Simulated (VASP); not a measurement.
# SrO (R-3m) in VASP: a series of runs

Runs on SrO. Level: LDA. Tasks: electric field gradients.

All numbers are computed with VASP 6.6.1; they aren't measurements. Logs are shortened: lines on timing, memory, paths and dates and some standing lists are left out, and cuts for length are marked.

**1. The cell of the first run**

Symmetry: R-3m, No. 166, trigonal system. Conventional cell: a = 3.689 Å, b = 3.689 Å, c = 8.635 Å, α = 90.00°, β = 90.00°, γ = 120.00°. Within 3.4 Å of Sr (site symmetry -3m) lie 6 O at 2.57 Å. O (site symmetry -3m) has 6 Sr at 2.57 Å within 3.4 Å.

**2. Electric field gradients, LDA (equal xy, yz and zx shear strains of -3 %)**

INCAR

```
SYSTEM = SrO
ALGO = Normal
EDIFF = 1E-8
ENCUT = 520
ISIF = 2
ISMEAR = -1
LASPH = .True.
LCHARG = .False.
LEFG = .True.
LREAL = .False.
LWAVE = .False.
NBANDS = 15
NELM = 80
PREC = Accurate
SIGMA = 0.02
```

KPOINTS

```
k-points
0
Gamma
  8 8 8
  0 0 0
```

POSCAR

```
SrO
1.0
   -0.0770940000      2.5312530000      2.5312530000
    2.5312530000     -0.0770940000      2.5312530000
    2.5312530000      2.5312530000     -0.0770940000
Sr O
1 1
Direct
    0.0000000000      0.0000000000      0.0000000000
    0.5000000000      0.5000000000      0.5000000000
```

Potentials or basis: VASP PAW LDA potentials, release 64 (Sr_sv, O).

On the command line:

```console
$ cat potpaw_LDA.64/Sr_sv/POTCAR potpaw_LDA.64/O/POTCAR > POTCAR
$ mpirun -np 1 vasp_std > vasp.out
```

OUTCAR:

```text
SYSTEM = SrO
   EDIFF = 1E-8
   ENCUT = 520
   ISIF = 2
   ISMEAR = -1
   LASPH = .True.
   LREAL = .False.
   NELM = 80
   PREC = Accurate

 ion  position               nearest neighbor table
   1  0.000  0.000  0.000-   2 2.57   2 2.57   2 2.57   2 2.57   2 2.57   2 2.57
   2  0.500  0.500  0.500-   1 2.57   1 2.57   1 2.57   1 2.57   1 2.57   1 2.57

  LATTYP: Found a trigonal (rhomboedric) cell.
 ALAT       =     3.5805623839
 COS(alpha) =     0.4693254694

  Lattice vectors:

 A1 = (  -0.0770940000,   2.5312530000,   2.5312530000)
 A2 = (   2.5312530000,  -0.0770940000,   2.5312530000)
 A3 = (   2.5312530000,   2.5312530000,  -0.0770940000)

Analysis of symmetry for initial positions (statically):
=====================================================================
 Subroutine PRICEL returns:
 Original cell was already a primitive cell.

 Routine SETGRP: Setting up the symmetry group for a
 trigonal (rhombohedral) supercell.

 Subroutine GETGRP returns: Found 12 space group operations
 (whereof 12 operations were pure point group operations)
 out of a pool of 12 trial point group operations.

The static configuration has the point symmetry D_3d.

Analysis of symmetry for dynamics (positions and initial velocities):
=====================================================================
 Subroutine PRICEL returns:
 Original cell was already a primitive cell.

 Routine SETGRP: Setting up the symmetry group for a
 trigonal (rhombohedral) supercell.

 Subroutine GETGRP returns: Found 12 space group operations
 (whereof 12 operations were pure point group operations)
 out of a pool of 12 trial point group operations.

The dynamic configuration has the point symmetry D_3d.

 Subroutine INISYM returns: Found 12 space group operations
 (whereof 12 operations are pure point group operations),
 and found     1 'primitive' translations

----------------------------------------------------------------------------------------

                                     Primitive cell

  volume of cell :      33.9181

  direct lattice vectors                    reciprocal lattice vectors
    -0.077094000  2.531253000  2.531253000    -0.188727973  0.194656600  0.194656600
     2.531253000 -0.077094000  2.531253000     0.194656600 -0.188727973  0.194656600
     2.531253000  2.531253000 -0.077094000     0.194656600  0.194656600 -0.188727973

  length of vectors
     3.580562384  3.580562384  3.580562384     0.333767331  0.333767331  0.333767331

  position of ions in fractional coordinates (direct lattice)
     0.000000000  0.000000000  0.000000000
     0.500000000  0.500000000  0.500000000

  ion indices of the primitive-cell ions
   primitive index   ion index
                 1           1
                 2           2

----------------------------------------------------------------------------------------

 KPOINTS: k-points

Automatic generation of k-mesh.
 Grid dimensions read from file:
 generate k-points for:    8    8    8

 Generating k-lattice:

  Cartesian coordinates                     Fractional coordinates (reciprocal lattice)
    -0.023590997  0.024332075  0.024332075     0.125000000  0.000000000  0.000000000
     0.024332075 -0.023590997  0.024332075     0.000000000  0.125000000  0.000000000
     0.024332075  0.024332075 -0.023590997     0.000000000  0.000000000  0.125000000

  Length of vectors
     0.041720916  0.041720916  0.041720916

  Shift w.r.t. Gamma in fractional coordinates (k-lattice)
     0.000000000  0.000000000  0.000000000

 Subroutine IBZKPT returns following result:
 ===========================================

 Found     65 irreducible k-points:

 Following reciprocal coordinates:
            Coordinates               Weight
  0.000000  0.000000  0.000000      1.000000
  0.125000  0.000000  0.000000      6.000000
  0.250000  0.000000  0.000000      6.000000
  0.375000  0.000000 -0.000000      6.000000
  0.500000  0.000000  0.000000      3.000000
  0.125000  0.125000 -0.000000      6.000000
[... 16 lines left out ...]
  0.250000  0.125000  0.125000      6.000000
  0.375000  0.125000  0.125000      6.000000
 [... further k-points ...]
   k-points           NKPTS =     65   k-points in BZ     NKDIM =     65   number of bands    NBANDS=     15
   number of dos      NEDOS =    301   number of ions     NIONS =      2
   total plane-waves  NPLWV =  21952
   dimension x,y,z NGX =    28 NGY =   28 NGZ =   28
   dimension x,y,z NGXF=    56 NGYF=   56 NGZF=   56
   ions per type =               1   1
   NGX,Y,Z   is equivalent  to a cutoff of  13.00, 13.00, 13.00 a.u.
   NGXF,Y,Z  is equivalent  to a cutoff of  26.00, 26.00, 26.00 a.u.
 SYSTEM =  SrO
   PREC   = accura    normal or accurate (medium, high low for compatibility)
   ISTART =      0    job   : 0-new  1-cont  2-samecut
   ICHARG =      2    charge: 1-file 2-atom 10-const
   ISPIN  =      1    spin polarized calculation?
   LNONCOLLINEAR =      F non collinear calculations
   LSORBIT =      F    spin-orbit coupling
   LASPH  =      T    aspherical Exc in radial PAW
   ENCUT  =  520.0 eV  38.22 Ry    6.18 a.u.   6.66  6.66  6.66*2*pi/ulx,y,z
   NELM   =     80;   NELMIN=  2; NELMDL= -5     # of ELM steps
   EDIFF  = 0.1E-07   stopping-criterion for ELM
   LREAL  =      F    real-space projection
   EDIFFG = 0.1E-06   stopping-criterion for IOM
   NSW    =      0    number of steps for IOM
   IBRION =     -1    ionic relax: 0-MD 1-quasi-New 2-CG
   NFREE  =      0    steps in history (QN), initial steepest desc. (CG)
   ISIF   =      2    stress and relaxation
   ISYM   =      2    0-nonsym 1-usesym 2-fastsym
   POTIM  = 0.5000    time-step for ionic-motion
   TEBEG  =    0.0;   TEEND  =   0.0 temperature during run
   PSTRESS=    0.0 pullay stress
   NELECT =      16.0000    total number of electrons
   NUPDOWN=      -1.0000    fix difference up-down
   EMIN   =  10.00;   EMAX   =-10.00  energy-range for DOS
   EFERMI =   0.00;   METHOD = LEGACY
   ISMEAR =    -1;   SIGMA  =   0.02  broadening in eV -4-tet -1-fermi 0-gaus
   EFERMI_NEDOS =   21; number of points for ismear=-14 and -15
   IALGO  =     38    algorithm
   IMIX   =      4    mixing-type and parameters
     AMIX     =   0.40;   BMIX     =  1.00
     AMIX_MAG =   1.60;   BMIX_MAG =  1.00
  volume/ion in A,a.u.               =      16.96       114.45
  Fermi-wavevector in a.u.,A,eV,Ry     =   1.274395  2.408258 22.097003  1.624084
  Thomas-Fermi vector in A             =   2.407166
   LORBIT       =      0    0 simple, 1 ext, 2 COOP (PROOUT), +10 PAW based schemes
   GGA     = CA    functional components
   LHFCALC =     F    Hartree Fock is set to
   AEXX    =    0.0000 exact exchange contribution
   IVDW    =     0    specifies the selected vdW correction
   LEPSILON=     F    determine dielectric tensor
   LRPA    =     F    only Hartree local field effects (RPA)
 non-spin polarized calculation
  energy-cutoff  :      520.00
  volume of cell :       33.92
 maximum number of plane-waves:       928
   NGX = 13   NGY = 13   NGZ = 13

 number of electron      15.9999999 magnetization

 Free energy of the ion-electron system (eV)
  ---------------------------------------------------
  ext. energy  EPLUGINS =         0.00000000
  ---------------------------------------------------
  free energy    TOTEN  =       -13.35984754 eV

  energy without entropy =      -13.35984754  energy(sigma->0) =      -13.35984754

 E-fermi :   1.9278     XC(G=0): -10.5385

 val. band max:        1.4246267468   @ k =   0.0000   0.0000   0.0000
 cond. band min:       4.4490255168   @ k =   0.5000   0.5000  -0.0000
 fundamental gap:      3.0243987700
 Fermi energy:         1.9277969694

 k-point     1 :       0.0000    0.0000    0.0000
  band No.  band energies     occupation
      1     -30.7370      2.00000
      2     -13.4039      2.00000
      3     -12.4677      2.00000
      4     -12.4677      2.00000
      5     -12.4387      2.00000
      6       1.3329      2.00000
      7       1.3329      2.00000
      8       1.4246      2.00000
      9       5.1553      0.00000
     10       7.2492      0.00000
     11       7.2492      0.00000
     12       7.8858      0.00000
     13       9.7127      0.00000
     14       9.7127      0.00000
     15      13.8233      0.00000

 k-point     2 :       0.1250    0.0000    0.0000
  band No.  band energies     occupation
      1     -30.7168      2.00000
      2     -13.8254      2.00000
      3     -12.4757      2.00000
      4     -12.4570      2.00000
      5     -12.0894      2.00000
      6       0.8701      2.00000
      7       1.1260      2.00000
      8       1.2299      2.00000
      9       5.8519      0.00000
     10       7.1951      0.00000
     11       7.5433      0.00000
     12       8.1371      0.00000
     13      10.1184      0.00000
     14      10.1234      0.00000
     15      14.7871      0.00000

 k-point     3 :       0.2500    0.0000    0.0000
  band No.  band energies     occupation
      1     -30.6675      2.00000
      2     -14.4405      2.00000
      3     -12.4948      2.00000
      4     -12.4938      2.00000
      5     -11.5854      2.00000
      6       0.0210      2.00000
      7       0.6810      2.00000
      8       0.8295      2.00000
      9       7.1421      0.00000
     10       7.4320      0.00000
     11       8.3371      0.00000
     12       8.9513      0.00000
     13      11.1470      0.00000
     14      11.1472      0.00000
     15      16.7511      0.00000
[... 343 lines left out ...]
 k-point    23 :       0.2500    0.1250    0.1250
  band No.  band energies     occupation
      1     -30.6809      2.00000
      2     -14.1634      2.00000
      3     -12.5753      2.00000
      4     -12.4672      2.00000
      5     -11.8071      2.00000
      6       0.3122      2.00000
      7       0.7190      2.00000
      8       1.2113      2.00000
      9       6.6685      0.00000
     10       7.0822      0.00000
     11       7.8356      0.00000
     12       8.8149      0.00000
     13      10.4689      0.00000
     14      10.9391      0.00000
     15      16.4114      0.00000

 k-point    24 :       0.3750    0.1250    0.1250
  band No.  band energies     occupation
      1     -30.6316      2.00000
      2     -14.6008      2.00000
      3     -12.6557      2.00000
      4     -12.4869      2.00000
      5     -11.4949      2.00000
      6      -0.2905      2.00000
      7       0.3499      2.00000
      8       0.9707      2.00000
      9       7.0279      0.00000
     10       7.9799      0.00000
     11       8.5903      0.00000
     12       9.9516      0.00000
     13      11.6096      0.00000
     14      11.9536      0.00000
     15      17.5127      0.00000

 [... further k-points ...]
[... 5 lines left out ...]
  --------------------------------------------------------------------------------------
  -------------------------------------------------------------------------------------
  Total       -0.7441947     -0.7441947     -0.7441947      0.3307199      0.3307199      0.3307199
  in kB      -35.1532417    -35.1532417    -35.1532417     15.6220883     15.6220883     15.6220883
  external PRESSURE =     -35.1532417 kB  Pullay stress =       0.0000000 kB

 VOLUME and BASIS-vectors are now :
 -----------------------------------------------------------------------------
  energy-cutoff  :      520.00
  volume of cell :       33.92
      direct lattice vectors                 reciprocal lattice vectors
    -0.077094000  2.531253000  2.531253000    -0.188727973  0.194656600  0.194656600
     2.531253000 -0.077094000  2.531253000     0.194656600 -0.188727973  0.194656600
     2.531253000  2.531253000 -0.077094000     0.194656600  0.194656600 -0.188727973

 POSITION                                       TOTAL-FORCE (eV/Angst)
 -----------------------------------------------------------------------------------
      0.00000      0.00000      0.00000        -0.000000      0.000000     -0.000000
      2.49271      2.49271      2.49271         0.000000     -0.000000      0.000000
 -----------------------------------------------------------------------------------
    total drift:                                0.000000      0.000000      0.000000

  FREE ENERGIE OF THE ION-ELECTRON SYSTEM (eV)
  ---------------------------------------------------
  free  energy   TOTEN  =       -13.3598475434 eV

  energy  without entropy=      -13.3598475434  energy(sigma->0) =      -13.35984754

 Electric field gradients (V/A^2)
---------------------------------------------------------------------
 ion       V_xx      V_yy      V_zz      V_xy      V_xz      V_yz
---------------------------------------------------------------------
   1       0.000    -0.000    -0.000    10.997    10.997    10.997
   2      -0.000    -0.000    -0.000    -1.273    -1.273    -1.273
---------------------------------------------------------------------

 Electric field gradients after diagonalization (V/A^2)
 (convention: |V_zz| > |V_xx| > |V_yy|)
----------------------------------------------------------------------
 ion       V_xx      V_yy      V_zz     asymmetry (V_yy - V_xx)/ V_zz
----------------------------------------------------------------------
   1     -10.997   -10.997    21.995       0.000
   2       1.273     1.273    -2.546       0.000
----------------------------------------------------------------------

           NMR quadrupolar parameters

 Cq : quadrupolar parameter    Cq=e*Q*V_zz/h
 eta: asymmetry parameters     (V_yy - V_xx)/ V_zz
 Q  : nuclear electric quadrupole moment in mb (millibarn)
----------------------------------------------------------------------
 ion       Cq(MHz)       eta       Q (mb)
----------------------------------------------------------------------
   1       0.053       0.000       1.000
   2      -0.006       0.000       1.000
----------------------------------------------------------------------
```

It took 32 s on 1 thread of AMD EPYC 7R43 (Zen 3), shared host; peak memory 0.13 GiB.

What came out:

```yaml
Free_energy: -13.3598 eV
Pressure: -3.5 GPa
Band_gap_on_the_k_mesh: 3.02 eV, indirect (least direct gap 3.13 eV)
```

Levels at points of the mesh, in eV from the valence-band top:
| k point | band 5 | band 6 | band 7 | band 8 | band 9 | band 10 | band 11 | band 12 |
| --- | --- | --- | --- | --- | --- | --- | --- | --- |
| (0.00, 0.00, 0.00) | -13.86 | -0.09 | -0.09 | 0.00 | 3.73 | 5.82 | 5.82 | 6.46 |
| (0.50, 0.00, 0.00) | -12.55 | -2.32 | -1.28 | -1.08 | 6.31 | 8.20 | 8.36 | 9.02 |
| (0.50, 0.50, 0.00) | -14.23 | -0.50 | -0.18 | -0.11 | 3.02 | 7.67 | 10.08 | 10.14 |
| (0.50, 0.50, 0.50) | -12.68 | -2.31 | -1.36 | -1.36 | 6.48 | 8.29 | 8.95 | 8.95 |

Electric field gradients, principal values (V/Å²):
```tsv
atom	least	middle	greatest (by size)
1 Sr	-10.997	-10.997	21.995
2 O	1.273	1.273	-2.546
```

Caveat: the cell differs from its parent crystal (equal xy, yz and zx shear strains of -3 %); without QUAD_EFG the Cq values of the log hold for a quadrupole moment of 1 mb, not for the nuclei. A k mesh can miss the band edges.

(Part 1 of 2 ends here.)
